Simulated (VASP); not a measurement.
# C: single point with PBE

Crystal: C.

```xyz
2
Lattice="0.0000 1.7774 1.7774 1.7774 0.0000 1.7774 1.7774 1.7774 0.0000" Properties=species:S:1:pos:R:3 pbc="T T T"
C     1.7774    1.7774    1.7774
C     2.6661    2.6661    2.6661
```

This cell differs from its parent crystal: strained.

```yaml
Program: VASP 6.6.1
Task: single point
Functional: PBE
Potentials_or_basis: VASP PAW PBE potentials, release 64 (C)
Cutoff: 600 eV
k_mesh: 12 × 12 × 12
Occupations: gaussian, width 0.02 eV
Spin: no spin polarisation
Dipole_correction: no
Further_INCAR_settings: ALGO = Normal; EDIFF = 1e-06; NBANDS = 11
```

```json
{
 "Pressure": "6.3 GPa",
 "Band gap on the k mesh": "4.18 eV, indirect (least direct gap 5.62 eV)"
}
```

Levels at points of the mesh, in eV from the valence-band top:
| k point | band 1 | band 2 | band 3 | band 4 | band 5 | band 6 | band 7 | band 8 | band 9 |
| --- | --- | --- | --- | --- | --- | --- | --- | --- | --- |
| (0.00, 0.00, 0.00) | -21.61 | 0.00 | 0.00 | 0.00 | 5.62 | 5.62 | 5.62 | 13.56 | 19.42 |
| (0.50, 0.00, 0.00) | -15.78 | -13.49 | -2.83 | -2.83 | 8.50 | 8.50 | 8.99 | 15.79 | 22.03 |
| (0.50, 0.50, 0.00) | -12.84 | -12.84 | -6.36 | -6.36 | 4.78 | 4.78 | 16.96 | 16.96 | 23.41 |

Run time: 6.1 s on 1 thread of Intel(R) Xeon(R) Platinum 8375C CPU @ 2.90GHz (Ice Lake), with other jobs on the host, peak memory 0.12 GiB.

Caveat: the cell differs from its parent crystal (strained). A k mesh can miss the band edges.
